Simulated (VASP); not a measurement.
A run of VASP 6.6.1:

The input INCAR:

```
SYSTEM = BiP
  PREC = Accurate
  ENCUT = 500
  EDIFF = 1E-6
  ISMEAR = 0
  SIGMA = 0.1
  LREAL = .FALSE.
  LASPH = .TRUE.
  NELM = 120
  ALGO = Normal
  ISIF = 2
  LWAVE = .FALSE.
  LCHARG = .TRUE.
  GGA = PE
  LELF = .TRUE.
  LVHAR = .TRUE.
  NBANDS = 17
  GGA_COMPAT = .FALSE.
```

Contents of KPOINTS:

```
Automatic mesh
0
G
  6 6 4
  0 0 0
```

File POSCAR:

```
BiP
1.0
    3.0152765093      0.0000000000      0.0000000000
    0.0000000000      3.0152765093      0.0000000000
    0.0000000000      0.0000000000      5.9153105130
Bi P
1 1
Direct
    0.0000000000      0.0000000000      0.6870391623
    0.0000000000      0.0000000000      0.1870301477
```

Potentials or basis: VASP PAW PBE potentials, release 64 (Bi_d, P).

The run is started by

```sh
$ cat potpaw_PBE.64/Bi_d/POTCAR potpaw_PBE.64/P/POTCAR > POTCAR
$ mpirun -np 1 vasp_std > vasp.out
```

Hardware: 1 thread of AMD EPYC 7R43 64-Core Processor (Zen 3) (shared host).

Task: How long does it take, and how much memory?

Result: Wall time 35 s on 1 thread of AMD EPYC 7R43 64-Core Processor (Zen 3), with other jobs on the host, peak memory 0.14 GiB. Counts: scf iterations 11, k points 30.
